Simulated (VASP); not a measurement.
Here is a VASP 6.6.1 calculation.

Contents of INCAR:

```
ALGO = Normal
EDIFF = 1E-7
ENCUT = 520
GGA = PS
ISIF = 2
ISMEAR = 0
LASPH = True
LCHARG = False
LREAL = False
LWAVE = False
NBANDS = 16
NELM = 80
PREC = Accurate
SIGMA = 0.02
```

KPOINTS

```
k-points
0
Gamma
  10 10 8
```

POSCAR

```
Si
1.0
    2.7169170815      2.7169170815      0.0000000000
   -2.7169170815      2.7169170815      0.0000000000
    0.0000000000      0.0000000000      5.4338341630
Si
4
Direct
    0.0000000000      0.5000000000      0.2500000000
    0.0000000000      0.0000000000      0.5000000000
    0.5000000000      0.0000000000      0.7500000000
    0.5000000000      0.5000000000      0.0000000000
```

Potentials or basis: VASP PAW PBE potentials, release 64 (Si).

The run is started by

```console
$ cat potpaw_PBE.64/Si/POTCAR > POTCAR
$ mpirun -np 1 vasp_std > vasp.out
```

Q: Predict the band gap on the k mesh.

A: 0.46 eV.

Q: Predict the pressure.

A: 0.1 GPa.

Caveat: the PAW data sets were made with another functional, which shifts forces and pressure a little. A k mesh can miss the band edges.
